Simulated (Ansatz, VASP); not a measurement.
# One calculation of ZrAg3, two programs

File INCAR:

```
PREC = Accurate
ENCUT = 520
EDIFF = 1E-6
ISMEAR = 0
SIGMA = 0.05
LREAL = False
LASPH = True
NELM = 60
ALGO = Normal
ISIF = 2
LWAVE = False
LCHARG = False
GGA = PE
NBANDS = 30
```

The input KPOINTS:

```
regular mesh
0
Gamma
  8 8 8
```

Contents of POSCAR:

```
ZrAg3
1.0
    4.1928218207      0.0000000000      0.0000000000
    0.0000000000      4.1928218207      0.0000000000
    0.0000000000      0.0000000000      4.1928218207
Zr Ag
1 3
Direct
    0.0000000000      0.0000000000      0.0000000000
    0.0000000000      0.5000000000      0.5000000000
    0.5000000000      0.5000000000      0.0000000000
    0.5000000000      0.0000000000      0.5000000000
```

Input for Ansatz:

```yaml
crystal:
  lattice:
    - [4.1928218207, 0.0, 0.0]
    - [0.0, 4.1928218207, 0.0]
    - [0.0, 0.0, 4.1928218207]
  atoms:
    - { symbol: Zr, position: [0.0, 0.0, 0.0] }
    - { symbol: Ag, position: [0.0, 0.5, 0.5] }
    - { symbol: Ag, position: [0.5, 0.5, 0.0] }
    - { symbol: Ag, position: [0.5, 0.0, 0.5] }
basis:
  ecutwfc: 420
  ecutrho_ratio: 4
kpoints:
  mp_grid: { grid: [8, 8, 8] }
hamiltonian:
  xc: pbe
scf:
  occupations: { method: gaussian, width: 0.05 }
output:
  forces: true
  stress: true
  eigenvalues: true
```

Alike in both runs: task single point; functional PBE; k mesh 8 × 8 × 8; occupations gaussian, width 0.05 eV; no spin polarisation.

|  | VASP | Ansatz |
| --- | --- | --- |
| version | VASP 6.6.1 | Ansatz 0.2.0 |
| potentials or method | VASP PAW PBE potentials, release 64 (Zr_sv, Ag), cutoff 520 eV | scalar-relativistic, plane waves, PAW |
| valence electrons in the cell | 45 | 69 |

|  | VASP | Ansatz | Ansatz less VASP |
| --- | --- | --- | --- |
| gap on the k mesh at the Fermi level (eV) | none | none | - |
| pressure (GPa) | 6.1 | 6.1 | +0.06 |

A gap of «none» marks a metal or a gap that the smearing closes. VASP's potentials hold 45 valence electrons a cell and Ansatz's 69, so a difference there can come from the potentials and not from the codes.
